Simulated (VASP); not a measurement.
Write the native input for VASP 6.6.1 that does the following.

```yaml
Task: single point
Functional: rSCAN
Potentials_or_basis: VASP PAW PBE potentials, release 64 (Ti_sv, Al)
Cutoff: 440 eV
k_mesh: 13 × 13 × 7
Occupations: methfessel-paxton, width 0.1 eV
Spin: no spin polarisation
Tolerance_level: tight
Purpose: restart
Start: from scratch
Further_INCAR_settings: ALGO = Normal; EDIFF = 1e-06
```

The structure of TiAl lies in POSCAR:

```
TiAl
1.0
    2.8672622327      0.0000000000      0.0000000000
   -1.4336311163      2.4831219328      0.0000000000
    0.0000000000      0.0000000000      4.6780830000
Ti Al
1 1
Direct
    0.0000000000      0.0000000000      0.0000000000
    0.3333333333      0.6666666667      0.5000000000
```

One way to write it, as run:

INCAR

```
  ALGO = Normal
  EDIFF = 1E-6
  ENCUT = 440
  GGA_COMPAT = F
  ISIF = 2
  ISMEAR = 1
  LASPH = T
  LCHARG = F
  LMIXTAU = T
  LREAL = F
  LWAVE = F
  METAGGA = RSCAN
  NELM = 120
  PREC = Accurate
  SIGMA = 0.1
```

KPOINTS

```
k-points
0
Gamma
  13 13 7
```

Potentials or basis: VASP PAW PBE potentials, release 64 (Ti_sv, Al).

Run with:

```sh
$ cat potpaw_PBE.64/Ti_sv/POTCAR potpaw_PBE.64/Al/POTCAR > POTCAR
$ mpirun -np 1 vasp_std > vasp.out
```

It gave:

* Pressure: -1.2 GPa
* Band gap on the k mesh: zero (an odd number of electrons rules out a gap without spin polarisation)

Caveat: the PAW data sets were made with another functional, which shifts forces and pressure a little.

It took 64 s on 1 thread of Intel(R) Xeon(R) Platinum 8488C (Sapphire Rapids) (shared host), peak memory 0.15 GiB.
